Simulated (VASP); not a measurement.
Wanted: the native input for a VASP 6.6.1 run.

```yaml
Task: electric field gradients
Functional: LDA
Potentials_or_basis: VASP PAW LDA potentials, release 64 (Hf_pv, C)
Cutoff: 520 eV
k_mesh: 12 × 12 × 12
Occupations: fermi-dirac, width 0.05 eV
Spin: no spin polarisation
Dipole_correction: no
Further_INCAR_settings: ALGO = Normal; EDIFF = 1e-08; NBANDS = 14
```

The structure of HfC lies in POSCAR:

```
HfC
1.0
   -0.0232500000      2.3133750000      2.3133750000
    2.3133750000     -0.0232500000      2.3133750000
    2.3133750000      2.3133750000     -0.0232500000
Hf C
1 1
Direct
    0.5000000000      0.5000000000      0.5000000000
    0.0000000000      0.0000000000      0.0000000000
```

This cell differs from its parent crystal: equal xy, yz and zx shear strains of -1 %.

These files were run (other wordings do the same):

INCAR

```
ALGO = Normal ; EDIFF = 1E-8
ENCUT = 520 ; GGA = CA
ISIF = 2 ; ISMEAR = -1
LASPH = T ; LCHARG = F
LEFG = T ; LREAL = F
LWAVE = F ; NBANDS = 14
NELM = 60 ; PREC = Accurate
SIGMA = 0.05
```

KPOINTS

```
k-points
0
Gamma
  12 12 12
```

Potentials or basis: VASP PAW LDA potentials, release 64 (Hf_pv, C).

Run with:

```console
$ cat potpaw_LDA.64/Hf_pv/POTCAR potpaw_LDA.64/C/POTCAR > POTCAR
$ mpirun -np 1 vasp_std > vasp.out
```

It gave:

| Property | Result |
| --- | --- |
| Pressure | -11.5 GPa |
| Band gap on the k mesh | zero (band 7 reaches 6.94 eV, above the bottom of band 8 at 5.50 eV) |

Caveat: the cell differs from its parent crystal (equal xy, yz and zx shear strains of -1 %); without QUAD_EFG the Cq values of the log hold for a quadrupole moment of 1 mb, not for the nuclei; spin-orbit coupling is left out, which moves the levels of the heavy elements.

It took 32 s on 1 thread of Intel(R) Xeon(R) Platinum 8488C (Sapphire Rapids), with other jobs on the host, peak memory 0.18 GiB.
